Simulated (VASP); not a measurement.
Input of a VASP 6.6.1 run:

The input INCAR:

```
PREC = Accurate ; ENCUT = 520
EDIFF = 1E-6 ; ISMEAR = -1
SIGMA = 0.05 ; LREAL = F
LASPH = T ; NELM = 80
ALGO = Fast ; ISIF = 2
LWAVE = F ; LCHARG = T
GGA = PS ; LELF = T
LVHAR = T ; NBANDS = 22
```

The input KPOINTS:

```
regular mesh
0
Gamma
  8 8 4
```

The input POSCAR:

```
Bi
1.0
    3.2383762460      0.0000000000      0.0000000000
    0.0000000000      3.2216433200      0.0000000000
   -0.0804548793      0.0000000000      6.4438887882
Bi
2
Direct
    0.5442472500      0.0000000000      0.7495778900
    0.4557527500      0.0000000000      0.2504221100
```

Potentials or basis: VASP PAW PBE potentials, release 64 (Bi_d).

Launch:

```bash
$ cat potpaw_PBE.64/Bi_d/POTCAR > POTCAR
$ mpirun -np 1 vasp_std > vasp.out
```

(1) Predict the largest force.

(2) Estimate the band gap on the k mesh.

## Answers

(1) 0.013 eV/Å.

(2) zero (band 15 reaches 10.55 eV, above the bottom of band 16 at 4.25 eV).

Caveat: the PAW data sets were made with another functional, which shifts forces and pressure a little; spin-orbit coupling is left out, which moves the levels of the heavy elements.
